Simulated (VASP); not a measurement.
Input of a VASP 6.6.1 run:

File INCAR:

```
SYSTEM = Si2Mo
PREC     = Accurate       ! precision mode
ENCUT    = 520            ! plane-wave cutoff, eV
EDIFF    = 1E-7           ! SCF threshold, eV
ISMEAR   = -1             ! smearing method
SIGMA    = 0.08           ! smearing width, eV
LREAL    = .False.        ! projectors in reciprocal space
LASPH    = .True.         ! aspherical terms in the spheres
NELM     = 100            ! most SCF steps
ALGO     = Normal         ! electronic algorithm
ISIF     = 2              ! what is computed and relaxed
LWAVE    = .False.        ! write WAVECAR
LCHARG   = .False.        ! write CHGCAR
GGA      = PE             ! functional
NBANDS   = 18             ! bands
```

KPOINTS

```
Automatic mesh
0
Gamma
  10 10 8
  0 0 0
```

POSCAR

```
Si2Mo
1.0
    3.7366101035      0.0000000000      0.0000000000
   -1.8683050518      3.2359992737      0.0000000000
    0.0000000000      0.0000000000      2.3465606597
Mo Si
1 2
Direct
    0.0000000000      0.0000000000      0.0000000000
    0.3333333333      0.6666666667      0.5000000000
    0.6666666667      0.3333333333      0.5000000000
```

Potentials or basis: VASP PAW PBE potentials, release 64 (Mo_sv, Si).

Launch:

```sh
$ cat potpaw_PBE.64/Mo_sv/POTCAR potpaw_PBE.64/Si/POTCAR > POTCAR
$ mpirun -np 1 vasp_std > vasp.out
```

**Question.** Estimate the pressure.

**Answer.** 160.9 GPa.

**Question.** Estimate the band gap on the k mesh.

**Answer.** Zero (bands 11 and 12 overlap by 3.73 eV).

Stress tensor (GPa, compression positive):
```
160.56   0.00   0.00
  0.00 160.56   0.00
  0.00   0.00 161.47
```

Caveat: the cell stands under pressure.
